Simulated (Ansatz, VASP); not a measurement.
**One calculation of Te2Pt, two programs**

```
CELL_PARAMETERS angstrom
4.04457 0.00000 0.00000
-2.02228 3.50270 0.00000
0.00000 0.00000 5.13743
ATOMIC_POSITIONS crystal
Te 0.33333 0.66667 0.26203
Te 0.66667 0.33333 0.73797
Pt 0.00000 0.00000 0.00000
```

Alike in both runs: functional PBEsol; k mesh 12 × 12 × 8; occupations gaussian, width 0.1 eV; no spin polarisation.

Ansatz relaxed the structure, and its values are those at the end. VASP's run is a single point on that final structure, the one shown.

|  | VASP | Ansatz |
| --- | --- | --- |
| version | VASP 6.6.1 | Ansatz 0.2.0 |
| potentials or method | VASP PAW PBE potentials, release 64 (Te, Pt), cutoff 500 eV | scalar-relativistic, plane waves, PAW |
| valence electrons in the cell | 22 | 50 |

```tsv
	VASP	Ansatz	Ansatz less VASP
gap on the k mesh at the Fermi level (eV)	none	none	-
pressure (GPa)	-0.1	0.0	+0.05
```

VASP's potentials were made for PBE, not for PBEsol. A gap of «none» marks a metal or a gap that the smearing closes. VASP's potentials hold 22 valence electrons a cell and Ansatz's 50, so a difference there can come from the potentials and not from the codes.

Spin-orbit coupling is off throughout.
